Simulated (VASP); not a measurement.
# MgO (Fm-3m) in VASP: a series of runs

Runs on MgO. Level: PBE. Tasks: single point.

Program: VASP 6.6.1. These are calculated values, not measurements. Logs are shortened: lines on timing, memory, paths and dates and some standing lists are left out, and cuts for length are marked.

**The experiment to reproduce.**

From “Electronic structure of alkaline earth and post-transition metal oxides”, 2009, arxiv:0908.1581, for a bulk crystal of MgO: band gap 7.83 eV.

The results are compared with them further down.

### 1 The cell of the first run

The structure is cubic, space group Fm-3m (No. 225). The conventional cell has a = 4.274 Å, b = 4.274 Å, c = 4.274 Å, α = 90.00°, β = 90.00°, γ = 90.00°. Mg (site symmetry m-3m) has 6 O at 2.14 Å within 2.8 Å. O (site symmetry m-3m) has 6 Mg at 2.14 Å within 2.8 Å.

### 2 Single point, PBE

INCAR

```
PREC = Accurate
ENCUT = 520
EDIFF = 1E-6
ISMEAR = -1
SIGMA = 0.1
LREAL = False
LASPH = True
NELM = 80
ALGO = Normal
ISIF = 2
LWAVE = False
LCHARG = True
GGA = PE
LELF = True
LVHAR = True
NBANDS = 11
```

KPOINTS

```
regular mesh
0
Gamma
  9 9 9
```

POSCAR

```
MgO
1.0
    0.0000000000      2.1368000000      2.1368000000
    2.1368000000      0.0000000000      2.1368000000
    2.1368000000      2.1368000000      0.0000000000
Mg O
1 1
Direct
    0.0000000000      0.0000000000      0.0000000000
    0.5000000000      0.5000000000      0.5000000000
```

Potentials or basis: VASP PAW PBE potentials, release 64 (Mg, O).

Started as:

```bash
$ cat potpaw_PBE.64/Mg/POTCAR potpaw_PBE.64/O/POTCAR > POTCAR
$ mpirun -np 1 vasp_std > vasp.out
```

OUTCAR:

```text
PREC = Accurate
   ENCUT = 520
   EDIFF = 1E-6
   ISMEAR = -1
   LREAL = False
   LASPH = True
   NELM = 80
   ISIF = 2
   GGA = PE

 ion  position               nearest neighbor table
   1  0.000  0.000  0.000-   2 2.14   2 2.14   2 2.14   2 2.14   2 2.14   2 2.14
   2  0.500  0.500  0.500-   1 2.14   1 2.14   1 2.14   1 2.14   1 2.14   1 2.14

  LATTYP: Found a face centered cubic cell.
 ALAT       =     4.2736000000

  Lattice vectors:

 A1 = (   0.0000000000,   2.1368000000,   2.1368000000)
 A2 = (   2.1368000000,   0.0000000000,   2.1368000000)
 A3 = (   2.1368000000,   2.1368000000,   0.0000000000)

Analysis of symmetry for initial positions (statically):
=====================================================================
 Subroutine PRICEL returns:
 Original cell was already a primitive cell.

 Routine SETGRP: Setting up the symmetry group for a
 face centered cubic supercell.

 Subroutine GETGRP returns: Found 48 space group operations
 (whereof 48 operations were pure point group operations)
 out of a pool of 48 trial point group operations.

The static configuration has the point symmetry O_h .

Analysis of symmetry for dynamics (positions and initial velocities):
=====================================================================
 Subroutine PRICEL returns:
 Original cell was already a primitive cell.

 Routine SETGRP: Setting up the symmetry group for a
 face centered cubic supercell.

 Subroutine GETGRP returns: Found 48 space group operations
 (whereof 48 operations were pure point group operations)
 out of a pool of 48 trial point group operations.

The dynamic configuration has the point symmetry O_h .

 Subroutine INISYM returns: Found 48 space group operations
 (whereof 48 operations are pure point group operations),
 and found     1 'primitive' translations

----------------------------------------------------------------------------------------

                                     Primitive cell

  volume of cell :      19.5129

  direct lattice vectors                    reciprocal lattice vectors
     0.000000000  2.136800000  2.136800000    -0.233994759  0.233994759  0.233994759
     2.136800000  0.000000000  2.136800000     0.233994759 -0.233994759  0.233994759
     2.136800000  2.136800000  0.000000000     0.233994759  0.233994759 -0.233994759

  length of vectors
     3.021891540  3.021891540  3.021891540     0.405290810  0.405290810  0.405290810

  position of ions in fractional coordinates (direct lattice)
     0.000000000  0.000000000  0.000000000
     0.500000000  0.500000000  0.500000000

  ion indices of the primitive-cell ions
   primitive index   ion index
                 1           1
                 2           2

----------------------------------------------------------------------------------------

 KPOINTS: regular mesh

Automatic generation of k-mesh.
 Grid dimensions read from file:
 generate k-points for:    9    9    9

 Generating k-lattice:

  Cartesian coordinates                     Fractional coordinates (reciprocal lattice)
    -0.025999418  0.025999418  0.025999418     0.111111111  0.000000000  0.000000000
     0.025999418 -0.025999418  0.025999418     0.000000000  0.111111111  0.000000000
     0.025999418  0.025999418 -0.025999418     0.000000000  0.000000000  0.111111111

  Length of vectors
     0.045032312  0.045032312  0.045032312

  Shift w.r.t. Gamma in fractional coordinates (k-lattice)
     0.000000000  0.000000000  0.000000000

 Subroutine IBZKPT returns following result:
 ===========================================

 Found     35 irreducible k-points:

 Following reciprocal coordinates:
            Coordinates               Weight
  0.000000  0.000000  0.000000      1.000000
  0.111111  0.000000  0.000000      8.000000
  0.222222  0.000000  0.000000      8.000000
  0.333333  0.000000  0.000000      8.000000
  0.444444  0.000000  0.000000      8.000000
  0.111111  0.111111  0.000000      6.000000
[... 16 lines left out ...]
 -0.333333  0.333333  0.000000     12.000000
  0.444444  0.444444  0.000000      6.000000
 [... further k-points ...]
   k-points           NKPTS =     35   k-points in BZ     NKDIM =     35   number of bands    NBANDS=     11
   number of dos      NEDOS =    301   number of ions     NIONS =      2
   total plane-waves  NPLWV =  13824
   dimension x,y,z NGX =    24 NGY =   24 NGZ =   24
   dimension x,y,z NGXF=    48 NGYF=   48 NGZF=   48
   ions per type =               1   1
   NGX,Y,Z   is equivalent  to a cutoff of  13.20, 13.20, 13.20 a.u.
   NGXF,Y,Z  is equivalent  to a cutoff of  26.41, 26.41, 26.41 a.u.
 SYSTEM =  unknown system
   PREC   = accura    normal or accurate (medium, high low for compatibility)
   ISTART =      0    job   : 0-new  1-cont  2-samecut
   ICHARG =      2    charge: 1-file 2-atom 10-const
   ISPIN  =      1    spin polarized calculation?
   LNONCOLLINEAR =      F non collinear calculations
   LSORBIT =      F    spin-orbit coupling
   LASPH  =      T    aspherical Exc in radial PAW
   ENCUT  =  520.0 eV  38.22 Ry    6.18 a.u.   5.62  5.62  5.62*2*pi/ulx,y,z
   NELM   =     80;   NELMIN=  2; NELMDL= -5     # of ELM steps
   EDIFF  = 0.1E-05   stopping-criterion for ELM
   LREAL  =      F    real-space projection
   EDIFFG = 0.1E-04   stopping-criterion for IOM
   NSW    =      0    number of steps for IOM
   IBRION =     -1    ionic relax: 0-MD 1-quasi-New 2-CG
   NFREE  =      0    steps in history (QN), initial steepest desc. (CG)
   ISIF   =      2    stress and relaxation
   ISYM   =      2    0-nonsym 1-usesym 2-fastsym
   POTIM  = 0.5000    time-step for ionic-motion
   TEBEG  =    0.0;   TEEND  =   0.0 temperature during run
   PSTRESS=    0.0 pullay stress
   NELECT =       8.0000    total number of electrons
   NUPDOWN=      -1.0000    fix difference up-down
   EMIN   =  10.00;   EMAX   =-10.00  energy-range for DOS
   EFERMI =   0.00;   METHOD = LEGACY
   ISMEAR =    -1;   SIGMA  =   0.10  broadening in eV -4-tet -1-fermi 0-gaus
   EFERMI_NEDOS =   21; number of points for ismear=-14 and -15
   IALGO  =     38    algorithm
   IMIX   =      4    mixing-type and parameters
     AMIX     =   0.40;   BMIX     =  1.00
     AMIX_MAG =   1.60;   BMIX_MAG =  1.00
  volume/ion in A,a.u.               =       9.76        65.84
  Fermi-wavevector in a.u.,A,eV,Ry     =   1.216179  2.298246 20.124271  1.479092
  Thomas-Fermi vector in A             =   2.351542
   LORBIT       =      0    0 simple, 1 ext, 2 COOP (PROOUT), +10 PAW based schemes
   GGA     = PE    functional components
   LHFCALC =     F    Hartree Fock is set to
   AEXX    =    0.0000 exact exchange contribution
   IVDW    =     0    specifies the selected vdW correction
   LEPSILON=     F    determine dielectric tensor
   LRPA    =     F    only Hartree local field effects (RPA)
 non-spin polarized calculation
  energy-cutoff  :      520.00
  volume of cell :       19.51
 maximum number of plane-waves:       534
   NGX = 11   NGY = 11   NGZ = 11

 number of electron       8.0000002 magnetization

 Free energy of the ion-electron system (eV)
  ---------------------------------------------------
  ext. energy  EPLUGINS =         0.00000000
  ---------------------------------------------------
  free energy    TOTEN  =       -11.90906793 eV

  energy without entropy =      -11.90906793  energy(sigma->0) =      -11.90906793

 E-fermi :   4.9281     XC(G=0): -10.8744

 val. band max:        2.8680700011   @ k =   0.0000   0.0000   0.0000
 cond. band min:       7.1825140763   @ k =   0.0000   0.0000   0.0000
 fundamental gap:      4.3144440752
 Fermi energy:         4.9280789267

 k-point     1 :       0.0000    0.0000    0.0000
  band No.  band energies     occupation
      1     -14.1781      2.00000
      2       2.8681      2.00000
      3       2.8681      2.00000
      4       2.8681      2.00000
      5       7.1825      0.00000
      6      18.4205      0.00000
      7      18.4205      0.00000
      8      18.4205      0.00000
      9      22.2243      0.00000
     10      23.9486      0.00000
     11      23.9486      0.00000

 k-point     2 :       0.1111    0.0000    0.0000
  band No.  band energies     occupation
      1     -14.0580      2.00000
      2       2.0965      2.00000
      3       2.7916      2.00000
      4       2.7916      2.00000
      5       7.9402      0.00000
      6      16.9907      0.00000
      7      18.6909      0.00000
      8      18.6909      0.00000
      9      23.0415      0.00000
     10      23.0415      0.00000
     11      24.0088      0.00000

 k-point     3 :       0.2222    0.0000    0.0000
  band No.  band energies     occupation
      1     -13.7358      2.00000
      2       0.6504      2.00000
      3       2.6052      2.00000
      4       2.6052      2.00000
      5       9.2717      0.00000
      6      15.4127      0.00000
      7      19.1286      0.00000
      8      19.1286      0.00000
      9      22.4447      0.00000
     10      22.4447      0.00000
     11      24.3233      0.00000

 k-point     4 :       0.3333    0.0000    0.0000
  band No.  band energies     occupation
      1     -13.3327      2.00000
      2      -0.6695      2.00000
      3       2.4043      2.00000
      4       2.4043      2.00000
      5      10.1922      0.00000
      6      14.8222      0.00000
      7      19.0287      0.00000
      8      19.0287      0.00000
      9      23.2887      0.00000
     10      23.2887      0.00000
     11      23.6122      0.00000
[... 239 lines left out ...]
 k-point    22 :      -0.4444    0.3333    0.0000
  band No.  band energies     occupation
      1     -12.7729      2.00000
      2      -0.6495      2.00000
      3       0.6271      2.00000
      4       1.7683      2.00000
      5      12.5987      0.00000
      6      13.8559      0.00000
      7      15.1761      0.00000
      8      20.4268      0.00000
      9      20.6396      0.00000
     10      27.8679      0.00000
     11      29.0911      0.00000

 k-point    23 :      -0.3333    0.3333    0.0000
  band No.  band energies     occupation
      1     -12.7873      2.00000
      2      -0.2186      2.00000
      3      -0.0562      2.00000
      4       1.9251      2.00000
      5      12.8927      0.00000
      6      14.7237      0.00000
      7      14.8401      0.00000
      8      20.0668      0.00000
      9      21.1444      0.00000
     10      25.6049      0.00000
     11      29.6274      0.00000

 k-point    24 :       0.4444    0.4444    0.0000
  band No.  band energies     occupation
      1     -12.8023      2.00000
      2      -0.9745      2.00000
      3       1.6124      2.00000
      4       1.6124      2.00000
      5      12.0316      0.00000
      6      12.3486      0.00000
      7      15.5261      0.00000
      8      21.1059      0.00000
      9      21.1059      0.00000
     10      27.5677      0.00000
     11      28.8043      0.00000

 [... further k-points ...]
[... 5 lines left out ...]
  --------------------------------------------------------------------------------------
  -------------------------------------------------------------------------------------
  Total       -0.3370851     -0.3370851     -0.3370851      0.0000000      0.0000000      0.0000000
  in kB      -27.6776054    -27.6776054    -27.6776054      0.0000000      0.0000000      0.0000000
  external PRESSURE =     -27.6776054 kB  Pullay stress =       0.0000000 kB

 VOLUME and BASIS-vectors are now :
 -----------------------------------------------------------------------------
  energy-cutoff  :      520.00
  volume of cell :       19.51
      direct lattice vectors                 reciprocal lattice vectors
     0.000000000  2.136800000  2.136800000    -0.233994759  0.233994759  0.233994759
     2.136800000  0.000000000  2.136800000     0.233994759 -0.233994759  0.233994759
     2.136800000  2.136800000  0.000000000     0.233994759  0.233994759 -0.233994759

 POSITION                                       TOTAL-FORCE (eV/Angst)
 -----------------------------------------------------------------------------------
      0.00000      0.00000      0.00000        -0.000000     -0.000000      0.000000
      2.13680      2.13680      2.13680         0.000000      0.000000      0.000000
 -----------------------------------------------------------------------------------
    total drift:                               -0.000000     -0.000000      0.000000

  FREE ENERGIE OF THE ION-ELECTRON SYSTEM (eV)
  ---------------------------------------------------
  free  energy   TOTEN  =       -11.9090679265 eV

  energy  without entropy=      -11.9090679263  energy(sigma->0) =      -11.90906793
```

It took 15 s on 1 thread of Intel Xeon 6975P-C, shared host; peak memory 0.14 GiB.

What came out:

```yaml
Free_energy: -11.9091 eV
Pressure: -2.8 GPa
Band_gap_on_the_k_mesh: 4.31 eV, direct
```

(Part 1 of 2 ends here.)
